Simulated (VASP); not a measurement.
# TiB2 (P-3m1) in VASP: notebook, part 2 of 2

VASP 6.6.1.

### 3 Relaxation of cell and atoms, PBE, target pressure 5 GPa, at which the enthalpy is minimised

File INCAR:

```
SYSTEM = TiB2
PREC     = Accurate       ! precision mode
ENCUT    = 600            ! plane-wave cutoff, eV
EDIFF    = 1E-6           ! SCF threshold, eV
ISMEAR   = 1              ! smearing method
SIGMA    = 0.05           ! smearing width, eV
LREAL    = .False.        ! projectors in reciprocal space
LASPH    = .True.         ! aspherical terms in the spheres
NELM     = 100            ! most SCF steps
ALGO     = Normal         ! electronic algorithm
ISIF     = 3              ! what is computed and relaxed
LWAVE    = .False.        ! write WAVECAR
LCHARG   = .False.        ! write CHGCAR
GGA      = PE             ! functional
IBRION   = 2              ! ionic algorithm
NSW      = 80             ! ionic steps
EDIFFG   = -0.03          ! ionic threshold
PSTRESS  = 50.0
```

File KPOINTS:

```
regular mesh
0
Gamma
  9 9 5
  0 0 0
```

File POSCAR:

```
TiB2
1.0
    2.8200000000      0.0000000000      0.0000000000
   -1.4100000000      2.4421916387      0.0000000000
    0.0000000000      0.0000000000      4.5120000000
Ti B
1 2
Direct
    0.0000000000      0.0000000000      0.0000000000
    0.3333333333      0.6666666667      0.2500000000
    0.6666666667      0.3333333333      0.7500000000
```

Potentials or basis: VASP PAW PBE potentials, release 64 (Ti_sv, B).

Run with:

```bash
$ cat potpaw_PBE.64/Ti_sv/POTCAR potpaw_PBE.64/B/POTCAR > POTCAR
$ mpirun -np 1 vasp_std > vasp.out
```

Wall time 3.2 min (1 thread of Intel Xeon Platinum 8488C (Sapphire Rapids), shared host); peak memory 0.18 GiB.

Results (log left out):

```yaml
Free_energy: -24.4170 eV
Relaxed_volume: 8.40 Å³/atom
Relaxed_cell: a = 3.019 Å, b = 3.019 Å, c = 3.194 Å, α = 90.00°, β = 90.00°, γ = 120.00°
Space_group_after_relaxing_to_0.1_Å: P6/mmm (No. 191)
Energy_change_on_relaxing_the_run_minimises_the_enthalpy: -3119.6 meV/atom
Ionic_steps: 22
Pressure_after_relaxing: 4.9 GPa
Largest_force_after_relaxing: 0.008 eV/Å
Band_gap_on_the_k_mesh: zero (bands 9 and 10 overlap by 0.08 eV)
```

Forces in eV/Å, atoms in the order of the input:
```
Ti   0.000  0.000  0.000
B    0.000  0.000  0.008
B    0.000  0.000 -0.008
```

Stress tensor (GPa, compression positive):
```
4.92 0.00 0.00
0.00 4.92 0.00
0.00 0.00 4.78
```

The path:
| step | energy change (eV) | largest force (eV/Å) | pressure (GPa) | volume (Å³) |
| --- | --- | --- | --- | --- |
| 1 | 0.0000 | 4.0654 | 51.07 | 31.07 |
| 2 | -1.6595 | 0.7878 | -21.30 | 46.28 |
| 3 | -1.9062 | 1.4832 | -6.50 | 39.82 |
| 4 | -3.1199 | 3.0796 | -12.23 | 37.58 |
| 5 | -6.4412 | 3.7626 | -16.49 | 29.86 |
| 6 | -5.9853 | 3.0944 | 2.99 | 26.19 |
| 7 | -6.3497 | 3.3868 | -10.00 | 28.16 |
| 8 | -6.8019 | 2.6991 | -2.40 | 26.46 |
| 9 | -6.8855 | 1.2168 | 19.97 | 23.98 |
| 10 | -6.9519 | 1.7924 | 11.50 | 24.72 |
| 11 | -7.5496 | 1.2256 | 8.99 | 24.79 |
| 12 | -8.9229 | 0.7554 | 8.25 | 24.69 |
| 13 | -6.3408 | 5.7564 | 53.11 | 23.30 |
| 14 | -8.9091 | 2.1458 | 12.97 | 24.54 |
| 15 | -9.1939 | 1.5033 | 3.75 | 25.39 |
| 16 | -9.2523 | 1.1152 | -0.41 | 25.90 |
| 17 | -9.3227 | 0.6304 | 4.74 | 25.31 |
| 18 | -9.3325 | 0.1678 | 10.44 | 24.75 |
| 19 | -9.3626 | 0.0549 | 3.18 | 25.36 |
| 20 | -9.3592 | 0.0034 | 4.85 | 25.21 |
| 21 | -9.3595 | 0.0067 | 4.77 | 25.22 |
| 22 | -9.3589 | 0.0084 | 4.87 | 25.20 |

Final structure:
```cif
data_structure
_symmetry_space_group_name_H-M 'P 1'
_symmetry_Int_Tables_number 1
_cell_length_a 3.0186
_cell_length_b 3.0186
_cell_length_c 3.1939
_cell_angle_alpha 90.000
_cell_angle_beta 90.000
_cell_angle_gamma 120.000
_cell_volume 25.20
loop_
_atom_site_label
_atom_site_type_symbol
_atom_site_fract_x
_atom_site_fract_y
_atom_site_fract_z
_atom_site_occupancy
Ti1 Ti 0.00000 0.00000 0.00000 1
B1 B 0.33333 0.66667 0.49978 1
B2 B 0.66667 0.33333 0.50022 1
```

Levels at points of the mesh, in eV from the Fermi level:
| k point | band 5 | band 6 | band 7 | band 8 | band 9 | band 10 | band 11 | band 12 | band 13 |
| --- | --- | --- | --- | --- | --- | --- | --- | --- | --- |
| (0.00, 0.00, 0.00) | -13.54 | -2.63 | -2.63 | -2.20 | -2.08 | 2.01 | 2.01 | 3.84 | 3.84 |

Caveat: the cell is relaxed towards a set pressure, so the run minimises the enthalpy, not the energy; the volume moved by over 15 % at a fixed basis, so the end points are rough.

### 4 Relaxation of cell and atoms, PBE, target pressure 10 GPa, at which the enthalpy is minimised

File INCAR:

```
SYSTEM = TiB2
  PREC = Accurate
  ENCUT = 600
  EDIFF = 1E-6
  ISMEAR = 1
  SIGMA = 0.05
  LREAL = .FALSE.
  LASPH = .TRUE.
  NELM = 100
  ALGO = Normal
  ISIF = 3
  LWAVE = .FALSE.
  LCHARG = .FALSE.
  GGA = PE
  IBRION = 2
  NSW = 80
  EDIFFG = -0.03
  PSTRESS = 100.0
```

File KPOINTS:

```
Automatic mesh
0
G
  9 9 5
  0 0 0
```

POSCAR is that of step 3.

Run with:

```bash
$ cat potpaw_PBE.64/Ti_sv/POTCAR potpaw_PBE.64/B/POTCAR > POTCAR
$ mpirun -np 1 vasp_std > vasp.out
```

It took 2.5 min on 1 thread of Intel Xeon Platinum 8488C (Sapphire Rapids), shared host; peak memory 0.18 GiB.

It converged, with:

```yaml
Free_energy: -24.3955 eV
Relaxed_volume: 8.25 Å³/atom
Relaxed_cell: a = 3.002 Å, b = 3.002 Å, c = 3.170 Å, α = 90.00°, β = 90.00°, γ = 120.00°
Space_group_after_relaxing_to_0.1_Å: P6/mmm (No. 191)
Energy_change_on_relaxing_the_run_minimises_the_enthalpy: -3112.5 meV/atom
Ionic_steps: 18
Pressure_after_relaxing: 10.1 GPa
Band_gap_on_the_k_mesh: zero (bands 9 and 10 overlap by 0.11 eV)
```

Stress tensor (GPa, compression positive):
```
10.15  0.00  0.00
 0.00 10.15  0.00
 0.00  0.00  9.89
```

The path:
```
step  energy change (eV)  largest force (eV/Å)  pressure (GPa)  volume (Å³)
   1              0.0000                4.0654           51.07        31.07
   2             -1.9072                1.1067          -19.67        44.41
   3             -1.9472                1.7175           -4.50        38.92
   4             -3.4755                3.5457          -12.00        36.45
   5             -6.3792                3.0930           -0.99        26.54
   6             -6.7671                1.7290           12.38        24.68
   7             -6.7522                1.1854           18.49        24.14
   8             -7.5570                0.3862           14.57        24.27
   9             -8.8446                2.2965           19.47        24.05
  10             -9.2159                1.3655            6.56        25.10
  11             -9.2925                0.9341            1.69        25.62
  12             -9.3092                0.4748           11.67        24.67
  13             -9.2965                0.3402           14.84        24.41
  14             -9.3359                0.0300           10.41        24.72
  15             -9.3394                0.0201            9.78        24.77
  16             -9.3389                0.0129            9.81        24.77
  17             -9.3385                0.0059            9.90        24.76
  18             -9.3375                0.0010           10.06        24.74
```

Final structure:
```
CELL_PARAMETERS angstrom
3.00198 0.00000 0.00000
-1.50099 2.59979 0.00000
0.00000 0.00000 3.16998
ATOMIC_POSITIONS crystal
Ti 0.00000 0.00000 0.00000
B 0.33333 0.66667 0.50002
B 0.66667 0.33333 0.49998
```

Levels at points of the mesh, in eV from the Fermi level:
```
           k point  band 6  band 7  band 8  band 9  band 10  band 11  band 12  band 13
(0.00, 0.00, 0.00)   -2.67   -2.67   -2.17   -2.11     2.08     2.08     3.95     3.95
```

Caveat: the cell is relaxed towards a set pressure, so the run minimises the enthalpy, not the energy; the volume moved by over 15 % at a fixed basis, so the end points are rough.

### 5 Relaxation of cell and atoms, PBE, target pressure 20 GPa, at which the enthalpy is minimised

File INCAR:

```
ALGO = Normal
EDIFF = 1E-6
EDIFFG = -0.03
ENCUT = 600
GGA = PE
IBRION = 2
ISIF = 3
ISMEAR = 1
LASPH = T
LCHARG = F
LREAL = F
LWAVE = F
NELM = 60
NSW = 80
PREC = Accurate
PSTRESS = 200.0
SIGMA = 0.05
```

File KPOINTS:

```
k-points
0
Gamma
  9 9 5
```

POSCAR is that of step 4.

Run with:

```bash
$ cat potpaw_PBE.64/Ti_sv/POTCAR potpaw_PBE.64/B/POTCAR > POTCAR
$ mpirun -np 1 vasp_std > vasp.out
```

Wall time 2.4 min (1 thread of Intel Xeon Platinum 8488C (Sapphire Rapids), shared host); peak memory 0.18 GiB.

Results (log left out):

- Free energy: -24.3181 eV
- Relaxed volume: 7.97 Å³/atom
- Relaxed cell: a = 2.973 Å, b = 2.973 Å, c = 3.125 Å, α = 90.00°, β = 90.00°, γ = 120.00°
- Space group after relaxing (to 0.1 Å): P6/mmm (No. 191)
- Energy change on relaxing (the run minimises the enthalpy): -3086.7 meV/atom
- Ionic steps: 19
- Pressure after relaxing: 20.4 GPa
- Largest force after relaxing: 0.017 eV/Å
- Band gap on the k mesh: zero (bands 9 and 10 overlap by 0.19 eV)

Forces on the atoms (eV/Å):
```
Ti   0.000  0.000  0.000
B    0.000  0.000  0.017
B    0.000  0.000 -0.017
```

Step by step:
```
step  energy change (eV)  largest force (eV/Å)  pressure (GPa)  volume (Å³)
   1              0.0000                4.0654           51.07        31.07
   2             -2.3171                1.8417          -14.98        40.81
   3             -2.0771                2.1457           -2.19        37.67
   4             -4.6640                4.3533          -15.67        34.49
   5             -7.2239                2.7842          -14.13        28.04
   6             -7.6130                0.9885           36.76        22.73
   7             -7.6887                1.2866           29.39        23.20
   8             -8.6486                0.0445           33.35        22.88
   9             -8.7928                1.5048           46.83        22.31
  10             -8.8579                1.1497           42.51        22.47
  11             -9.2995                0.6086           11.14        24.63
  12             -9.2613                0.6828           15.32        24.28
  13             -9.2644                0.3673           18.93        24.04
  14             -9.2531                0.2051           21.10        23.91
  15             -9.2519                0.1931           21.15        23.90
  16             -9.2684                0.0656           19.53        23.99
  17             -9.2736                0.0147           19.06        24.03
  18             -9.2742                0.0077           18.95        24.04
  19             -9.2601                0.0175           20.45        23.92
```

Final structure:
```
Ti B
1.0
     2.97296    0.00000    0.00000
    -1.48648    2.57466    0.00000
     0.00000    0.00000    3.12488
Ti B
1 2
Direct
  0.00000 0.00000 0.00000
  0.33333 0.66667 0.49958
  0.66667 0.33333 0.50042
```

Levels at points of the mesh, in eV from the Fermi level:
| k point | band 7 | band 8 | band 9 | band 10 | band 11 | band 12 |
| --- | --- | --- | --- | --- | --- | --- |
| (0.00, 0.00, 0.00) | -2.87 | -2.27 | -2.20 | 2.10 | 2.10 | 4.07 |

Caveat: the cell is relaxed towards a set pressure, so the run minimises the enthalpy, not the energy; the volume moved by over 15 % at a fixed basis, so the end points are rough.

### 6 Overview

| cell | gap on the mesh (eV) | pressure (GPa) | largest force (eV/Å) |
| --- | --- | --- | --- |
| relaxed | none | -0.1 | 0.01 |
| relaxed to 5 GPa | none | 4.9 | 0.01 |
| relaxed to 10 GPa | none | 10.1 | - |
| relaxed to 20 GPa | none | 20.4 | 0.02 |

Alike in all rows: task relaxation of cell and atoms; level PBE; potentials or basis VASP PAW PBE potentials, release 64 (Ti_sv, B); no spin polarisation; k mesh 9 × 9 × 5; cutoff (eV) 600; smearing methfessel-paxton 0.05 eV.

Caveats: the volume moved by over 15 % at a fixed basis, so the end points are rough; the cell is relaxed towards a set pressure, so the run minimises the enthalpy, not the energy (at least some runs).

Absolute energies hang on the potentials; compare differences alone.
